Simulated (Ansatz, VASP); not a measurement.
## TiC: VASP beside Ansatz

File INCAR:

```
SYSTEM = TiC
PREC = Accurate ; ENCUT = 520
EDIFF = 1E-6 ; ISMEAR = 0
SIGMA = 0.2 ; LREAL = .False.
LASPH = .True. ; NELM = 100
ALGO = Normal ; ISIF = 2
LWAVE = .False. ; LCHARG = .False.
GGA = PE ; NBANDS = 24
```

Contents of KPOINTS:

```
regular mesh
0
Gamma
  8 8 4
  0 0 0
```

File POSCAR:

```
TiC
1.0
    1.5682588628      2.3502990059      0.0000000000
    0.0000000000      0.0000000000     -2.8930113546
   -4.7047765883      2.3502990059      0.0000000000
Ti C
2 2
Direct
    0.2500000000      0.0000000000      0.7500000000
    0.7500000000      0.0000000000      0.2500000000
    1.0000000000      0.5000000000      1.0000000000
    0.5000000000      0.5000000000      0.5000000000
```

Input for Ansatz:

```yaml
crystal:
  lattice:
    - [1.5682588628, 2.3502990059, 0.0]
    - [0.0, 0.0, -2.8930113546]
    - [-4.7047765883, 2.3502990059, 0.0]
  atoms:
    - { symbol: Ti, position: [0.25, 0.0, 0.75] }
    - { symbol: Ti, position: [0.75, 0.0, 0.25] }
    - { symbol: C, position: [1.0, 0.5, 1.0] }
    - { symbol: C, position: [0.5, 0.5, 0.5] }
basis:
  ecutwfc: 420
kpoints:
  mp_grid: { grid: [8, 8, 4] }
hamiltonian:
  xc: pbe
scf:
  occupations: { method: gaussian, width: 0.2 }
  lower_state_search: "off"
output:
  forces: true
  stress: true
  eigenvalues: true
```

Alike in both runs: task single point; functional PBE; k mesh 8 × 8 × 4; occupations gaussian, width 0.2 eV; no spin polarisation.

|  | VASP | Ansatz |
| --- | --- | --- |
| version | VASP 6.6.1 | Ansatz 0.2.0 |
| potentials or method | VASP PAW PBE potentials, release 64 (Ti_sv, C), cutoff 520 eV | scalar-relativistic, plane waves, PAW |
| valence electrons in the cell | 32 | 32 |

|  | VASP | Ansatz | Ansatz less VASP |
| --- | --- | --- | --- |
| gap on the k mesh at the Fermi level (eV) | none | none | - |
| pressure (GPa) | 0.2 | 0.1 | -0.10 |
| traceless stress, the component that is largest in VASP (GPa) | 0.49 | 0.49 | 0.000 |

A gap of «none» marks a metal or a gap that the smearing closes. With one functional, cell and mesh, what is left measures potentials, basis and numerics.
